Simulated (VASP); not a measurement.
# BN (Imm2) in VASP: single point with PBEsol

Aim: the single point of BN with PBEsol.

Program: VASP 6.6.1. These are calculated values, not measurements. Logs are shortened: lines on timing, memory, paths and dates and some standing lists are left out, and cuts for length are marked.

## (1) The cell of the first run

The structure is orthorhombic, space group Imm2 (No. 44). The conventional cell has a = 2.549 Å, b = 2.549 Å, c = 3.605 Å, α = 90.00°, β = 90.00°, γ = 90.00°. Within 2.0 Å of B (site symmetry mm2) lie 4 N at 1.52 to 1.61 Å. N (site symmetry mm2) has 4 B at 1.52 to 1.61 Å within 2.0 Å.

## (2) Single point, PBEsol (mode 4 frozen in at -0.044 Å and mode 6 at +0.000 Å (largest displacements))

File INCAR:

```
SYSTEM = BN
PREC     = Accurate       ! precision mode
ENCUT    = 520            ! plane-wave cutoff, eV
EDIFF    = 1E-6           ! SCF threshold, eV
ISMEAR   = 0              ! smearing method
SIGMA    = 0.05           ! smearing width, eV
LREAL    = .False.        ! projectors in reciprocal space
LASPH    = .True.         ! aspherical terms in the spheres
NELM     = 80             ! most SCF steps
ALGO     = Normal         ! electronic algorithm
ISIF     = 2              ! what is computed and relaxed
LWAVE    = .False.        ! write WAVECAR
LCHARG   = .False.        ! write CHGCAR
GGA      = PS             ! functional
NBANDS   = 11             ! bands
```

File KPOINTS:

```
regular mesh
0
Gamma
  12 12 12
  0 0 0
```

File POSCAR:

```
BN
1.0
    0.0000000000      1.8026024960      1.8026024960
    1.8026024960      0.0000000000      1.8026024960
    1.8026024960      1.8026024960      0.0000000000
B N
1 1
Direct
    0.0122045765     -0.0122045765     -0.0122045765
    0.7405810329      0.7594189671      0.7594189671
```

Potentials or basis: VASP PAW PBE potentials, release 64 (B, N).

Started as:

```bash
$ cat potpaw_PBE.64/B/POTCAR potpaw_PBE.64/N/POTCAR > POTCAR
$ mpirun -np 1 vasp_std > vasp.out
```

OUTCAR:

```text
SYSTEM = BN
   PREC = Accurate
   ENCUT = 520
   EDIFF = 1E-6
   ISMEAR = 0
   LREAL = .False.
   LASPH = .True.
   NELM = 80
   ISIF = 2
   GGA = PS

 ion  position               nearest neighbor table
   1  0.012  0.988  0.988-   2 1.52   2 1.52   2 1.61   2 1.61
   2  0.741  0.759  0.759-   1 1.52   1 1.52   1 1.61   1 1.61

  LATTYP: Found a face centered cubic cell.
 ALAT       =     3.6052049920

  Lattice vectors:

 A1 = (   0.0000000000,   1.8026024960,   1.8026024960)
 A2 = (   1.8026024960,   0.0000000000,   1.8026024960)
 A3 = (   1.8026024960,   1.8026024960,   0.0000000000)

Analysis of symmetry for initial positions (statically):
=====================================================================
 Subroutine PRICEL returns:
 Original cell was already a primitive cell.

 Routine SETGRP: Setting up the symmetry group for a
 face centered cubic supercell.

 Subroutine GETGRP returns: Found  4 space group operations
 (whereof  4 operations were pure point group operations)
 out of a pool of 48 trial point group operations.

The static configuration has the point symmetry C_2v.

Analysis of symmetry for dynamics (positions and initial velocities):
=====================================================================
 Subroutine PRICEL returns:
 Original cell was already a primitive cell.

 Routine SETGRP: Setting up the symmetry group for a
 face centered cubic supercell.

 Subroutine GETGRP returns: Found  4 space group operations
 (whereof  4 operations were pure point group operations)
 out of a pool of 48 trial point group operations.

The dynamic configuration has the point symmetry C_2v.

 Subroutine INISYM returns: Found  4 space group operations
 (whereof  4 operations are pure point group operations),
 and found     1 'primitive' translations

----------------------------------------------------------------------------------------

                                     Primitive cell

  volume of cell :      11.7147

  direct lattice vectors                    reciprocal lattice vectors
     0.000000000  1.802602496  1.802602496    -0.277376738  0.277376738  0.277376738
     1.802602496  0.000000000  1.802602496     0.277376738 -0.277376738  0.277376738
     1.802602496  1.802602496  0.000000000     0.277376738  0.277376738 -0.277376738

  length of vectors
     2.549264897  2.549264897  2.549264897     0.480430603  0.480430603  0.480430603

  position of ions in fractional coordinates (direct lattice)
     0.012204576  0.987795424  0.987795424
     0.740581033  0.759418967  0.759418967

  ion indices of the primitive-cell ions
   primitive index   ion index
                 1           1
                 2           2

----------------------------------------------------------------------------------------

 KPOINTS: regular mesh

Automatic generation of k-mesh.
 Grid dimensions read from file:
 generate k-points for:   12   12   12

 Generating k-lattice:

  Cartesian coordinates                     Fractional coordinates (reciprocal lattice)
    -0.023114728  0.023114728  0.023114728     0.083333333  0.000000000  0.000000000
     0.023114728 -0.023114728  0.023114728     0.000000000  0.083333333  0.000000000
     0.023114728  0.023114728 -0.023114728     0.000000000  0.000000000  0.083333333

  Length of vectors
     0.040035884  0.040035884  0.040035884

  Shift w.r.t. Gamma in fractional coordinates (k-lattice)
     0.000000000  0.000000000  0.000000000

 Subroutine IBZKPT returns following result:
 ===========================================

 Found    280 irreducible k-points:

 Following reciprocal coordinates:
            Coordinates               Weight
  0.000000  0.000000  0.000000      1.000000
  0.083333  0.000000  0.000000      4.000000
  0.000000  0.083333  0.000000      4.000000
  0.166667  0.000000  0.000000      4.000000
  0.000000  0.166667  0.000000      4.000000
  0.250000  0.000000  0.000000      4.000000
[... 16 lines left out ...]
  0.166667 -0.083333 -0.083333      4.000000
  0.333333  0.083333  0.000000      8.000000
 [... further k-points ...]
   k-points           NKPTS =    280   k-points in BZ     NKDIM =    280   number of bands    NBANDS=     11
   number of dos      NEDOS =    301   number of ions     NIONS =      2
   total plane-waves  NPLWV =   8000
   dimension x,y,z NGX =    20 NGY =   20 NGZ =   20
   dimension x,y,z NGXF=    40 NGYF=   40 NGZF=   40
   ions per type =               1   1
   NGX,Y,Z   is equivalent  to a cutoff of  13.04, 13.04, 13.04 a.u.
   NGXF,Y,Z  is equivalent  to a cutoff of  26.09, 26.09, 26.09 a.u.
 SYSTEM =  BN
   PREC   = accura    normal or accurate (medium, high low for compatibility)
   ISTART =      0    job   : 0-new  1-cont  2-samecut
   ICHARG =      2    charge: 1-file 2-atom 10-const
   ISPIN  =      1    spin polarized calculation?
   LNONCOLLINEAR =      F non collinear calculations
   LSORBIT =      F    spin-orbit coupling
   LASPH  =      T    aspherical Exc in radial PAW
   ENCUT  =  520.0 eV  38.22 Ry    6.18 a.u.   4.74  4.74  4.74*2*pi/ulx,y,z
   NELM   =     80;   NELMIN=  2; NELMDL= -5     # of ELM steps
   EDIFF  = 0.1E-05   stopping-criterion for ELM
   LREAL  =      F    real-space projection
   EDIFFG = 0.1E-04   stopping-criterion for IOM
   NSW    =      0    number of steps for IOM
   IBRION =     -1    ionic relax: 0-MD 1-quasi-New 2-CG
   NFREE  =      0    steps in history (QN), initial steepest desc. (CG)
   ISIF   =      2    stress and relaxation
   ISYM   =      2    0-nonsym 1-usesym 2-fastsym
   POTIM  = 0.5000    time-step for ionic-motion
   TEBEG  =    0.0;   TEEND  =   0.0 temperature during run
   PSTRESS=    0.0 pullay stress
   NELECT =       8.0000    total number of electrons
   NUPDOWN=      -1.0000    fix difference up-down
   EMIN   =  10.00;   EMAX   =-10.00  energy-range for DOS
   EFERMI =   0.00;   METHOD = LEGACY
   ISMEAR =     0;   SIGMA  =   0.05  broadening in eV -4-tet -1-fermi 0-gaus
   EFERMI_NEDOS =   21; number of points for ismear=-14 and -15
   IALGO  =     38    algorithm
   IMIX   =      4    mixing-type and parameters
     AMIX     =   0.40;   BMIX     =  1.00
     AMIX_MAG =   1.60;   BMIX_MAG =  1.00
  volume/ion in A,a.u.               =       5.86        39.53
  Fermi-wavevector in a.u.,A,eV,Ry     =   1.441656  2.724334 28.277953  2.078371
  Thomas-Fermi vector in A             =   2.560263
   LORBIT       =      0    0 simple, 1 ext, 2 COOP (PROOUT), +10 PAW based schemes
   GGA     = PS    functional components
   LHFCALC =     F    Hartree Fock is set to
   AEXX    =    0.0000 exact exchange contribution
   IVDW    =     0    specifies the selected vdW correction
   LEPSILON=     F    determine dielectric tensor
   LRPA    =     F    only Hartree local field effects (RPA)
 non-spin polarized calculation
 Gauss-broadening in eV      SIGMA  =   0.05
  energy-cutoff  :      520.00
  volume of cell :       11.71
 maximum number of plane-waves:       332
   NGX =  9   NGY =  9   NGZ =  9

 number of electron       8.0000000 magnetization

 Free energy of the ion-electron system (eV)
  ---------------------------------------------------
  ext. energy  EPLUGINS =         0.00000000
  ---------------------------------------------------
  free energy    TOTEN  =       -18.27210509 eV

  energy without entropy =      -18.27210509  energy(sigma->0) =      -18.27210509

 E-fermi :   8.4638     XC(G=0): -13.0555

 val. band max:        8.0915044990   @ k =   0.0000   0.0000   0.0000
 cond. band min:      11.6716306481   @ k =   0.5000   0.5000   0.0000
 fundamental gap:      3.5801261492
 Fermi energy:         8.4637985574

 k-point     1 :       0.0000    0.0000    0.0000
  band No.  band energies     occupation
      1     -12.8874      2.00000
      2       6.6997      2.00000
      3       7.5158      2.00000
      4       8.0915      2.00000
      5      15.8072      0.00000
      6      16.1618      0.00000
      7      16.9317      0.00000
      8      17.8847      0.00000
      9      32.0683      0.00000
     10      34.9836      0.00000
     11      35.2422      0.00000

 k-point     2 :       0.0833    0.0000    0.0000
  band No.  band energies     occupation
      1     -12.7174      2.00000
      2       5.9923      2.00000
      3       7.1795      2.00000
      4       7.8920      2.00000
      5      16.0786      0.00000
      6      16.3294      0.00000
      7      17.1168      0.00000
      8      18.5867      0.00000
      9      31.7980      0.00000
     10      32.6571      0.00000
     11      32.9492      0.00000

 k-point     3 :       0.0000    0.0833    0.0000
  band No.  band energies     occupation
      1     -12.7155      2.00000
      2       6.5382      2.00000
      3       6.7976      2.00000
      4       7.6494      2.00000
      5      15.9957      0.00000
      6      16.5469      0.00000
      7      17.2060      0.00000
      8      18.3559      0.00000
      9      31.7824      0.00000
     10      33.0285      0.00000
     11      33.1393      0.00000

 k-point     4 :       0.1667    0.0000    0.0000
  band No.  band energies     occupation
      1     -12.2138      2.00000
      2       4.0724      2.00000
      3       6.6142      2.00000
      4       7.4163      2.00000
      5      16.6269      0.00000
      6      16.6838      0.00000
      7      17.8133      0.00000
      8      19.9773      0.00000
      9      30.9105      0.00000
     10      31.1836      0.00000
     11      31.4453      0.00000
[... 239 lines left out ...]
 k-point    22 :       0.0833    0.0000    0.2500
  band No.  band energies     occupation
      1     -11.5431      2.00000
      2       2.9882      2.00000
      3       5.5053      2.00000
      4       6.3399      2.00000
      5      16.1843      0.00000
      6      18.2400      0.00000
      7      18.6286      0.00000
      8      20.2786      0.00000
      9      28.1014      0.00000
     10      32.6837      0.00000
     11      33.5724      0.00000

 k-point    23 :       0.1667   -0.0833   -0.0833
  band No.  band energies     occupation
      1     -11.5526      2.00000
      2       2.5594      2.00000
      3       6.0932      2.00000
      4       6.2748      2.00000
      5      16.2993      0.00000
      6      18.0855      0.00000
      7      18.7446      0.00000
      8      20.5627      0.00000
      9      27.7719      0.00000
     10      32.6142      0.00000
     11      32.9811      0.00000

 k-point    24 :       0.3333    0.0833    0.0000
  band No.  band energies     occupation
      1     -10.5714      2.00000
      2       0.1662      2.00000
      3       5.1859      2.00000
      4       6.3160      2.00000
      5      16.6695      0.00000
      6      17.9151      0.00000
      7      19.5657      0.00000
      8      21.8128      0.00000
      9      28.1968      0.00000
     10      32.2523      0.00000
     11      32.8709      0.00000

 [... further k-points ...]
[... 5 lines left out ...]
  --------------------------------------------------------------------------------------
  -------------------------------------------------------------------------------------
  Total        0.1411150      0.2137945      0.2137945      0.0000000      0.2098363      0.0000000
  in kB       19.2998440     29.2399870     29.2399870      0.0000000     28.6986411      0.0000000
  external PRESSURE =      25.9266060 kB  Pullay stress =       0.0000000 kB

 VOLUME and BASIS-vectors are now :
 -----------------------------------------------------------------------------
  energy-cutoff  :      520.00
  volume of cell :       11.71
      direct lattice vectors                 reciprocal lattice vectors
     0.000000000  1.802602496  1.802602496    -0.277376738  0.277376738  0.277376738
     1.802602496  0.000000000  1.802602496     0.277376738 -0.277376738  0.277376738
     1.802602496  1.802602496  0.000000000     0.277376738  0.277376738 -0.277376738

 POSITION                                       TOTAL-FORCE (eV/Angst)
 -----------------------------------------------------------------------------------
      3.56120      1.80260      1.80260         1.904114      0.000000      0.000000
      2.73786      2.70390      2.70390        -1.904114      0.000000      0.000000
 -----------------------------------------------------------------------------------
    total drift:                                0.000015     -0.000002     -0.000002

  FREE ENERGIE OF THE ION-ELECTRON SYSTEM (eV)
  ---------------------------------------------------
  free  energy   TOTEN  =       -18.2721050876 eV

  energy  without entropy=      -18.2721050876  energy(sigma->0) =      -18.27210509
```

Wall time 40 s (1 thread of AMD EPYC 7R13, shared host); peak memory 0.12 GiB.

Results:

| Item | Value |
| --- | --- |
| Free energy | -18.2721 eV |
| Pressure | 2.6 GPa |
| Largest force | 1.904 eV/Å |
| Band gap on the k mesh | 3.58 eV, indirect (least direct gap 7.72 eV) |

Forces on the atoms (eV/Å):
```
B    1.904  0.000  0.000
N   -1.904  0.000  0.000
```

Levels at points of the mesh, in eV from the valence-band top:
```
           k point  band 1  band 2  band 3  band 4  band 5  band 6  band 7  band 8
(0.00, 0.00, 0.00)  -20.98   -1.39   -0.58    0.00    7.72    8.07    8.84    9.79
(0.50, 0.00, 0.00)  -16.70  -11.60   -2.95   -2.05    9.32    9.37   11.28   14.75
(0.00, 0.50, 0.00)  -16.66  -11.37   -3.20   -2.15    8.74    9.83   10.81   14.25
(0.50, 0.50, 0.00)  -15.31   -9.68   -5.57   -5.56    3.58    8.34   17.50   17.57
(0.00, 0.50, 0.50)  -15.28   -9.65   -5.98   -5.30    3.67    8.52   16.78   18.10
```

Caveat: the cell differs from its parent crystal (mode 4 frozen in at -0.044 Å and mode 6 at +0.000 Å (largest displacements)); the PAW data sets were made with another functional, which shifts forces and pressure a little. A k mesh can miss the band edges.
